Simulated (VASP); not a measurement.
Set up this calculation in VASP 6.6.1, as the native input.

* Task: single point
* Functional: PBEsol
* Potentials or basis: VASP PAW PBE potentials, release 64 (Ta_pv, N)
* Cutoff: 520 eV
* k mesh: 9 × 9 × 5
* Occupations: fermi-dirac, width 0.01 eV
* Spin: no spin polarisation
* Dipole correction: no
* Further INCAR settings: ALGO = Normal; EDIFF = 1e-07; NBANDS = 24

The structure of TaN lies in POSCAR:

```
TaN
1.0
    3.0480019786      0.0000000000      0.0000000000
   -1.5240009893      2.6396471442      0.0000000000
    0.0000000000      0.0000000000      4.8688200000
Ta N
2 2
Direct
    0.0000000000      0.0000000000      0.0000000000
    0.0000000000      0.0000000000      0.5000000000
    0.3333333333      0.6666666667      0.2500000000
    0.6666666667      0.3333333333      0.7500000000
```

This cell differs from its parent crystal: zz strain of -1 %.

The input as run:

INCAR

```
ALGO     = Normal         # electronic algorithm
EDIFF    = 1E-7           # SCF threshold, eV
ENCUT    = 520            # plane-wave cutoff, eV
GGA      = PS             # functional
ISIF     = 2              # what is computed and relaxed
ISMEAR   = -1             # smearing method
LASPH    = T              # aspherical terms in the spheres
LCHARG   = F              # write CHGCAR
LREAL    = F              # projectors in reciprocal space
LWAVE    = F              # write WAVECAR
NBANDS   = 24             # bands
NELM     = 60             # most SCF steps
PREC     = Accurate       # precision mode
SIGMA    = 0.01           # smearing width, eV
```

KPOINTS

```
k-points
0
Gamma
  9 9 5
```

Potentials or basis: VASP PAW PBE potentials, release 64 (Ta_pv, N).

The run is started by

```sh
$ cat potpaw_PBE.64/Ta_pv/POTCAR potpaw_PBE.64/N/POTCAR > POTCAR
$ mpirun -np 1 vasp_std > vasp.out
```

Results of the run:

* Pressure: 56.9 GPa
* Band gap on the k mesh: zero (band 16 reaches 10.50 eV, above the bottom of band 17 at 7.84 eV)

Caveat: the cell differs from its parent crystal (zz strain of -1 %); the PAW data sets were made with another functional, which shifts forces and pressure a little; spin-orbit coupling is left out, which moves the levels of the heavy elements.

It took 12 s on 1 thread of Intel(R) Xeon(R) 6975P-C (Granite Rapids), with other jobs on the host, peak memory 0.17 GiB.
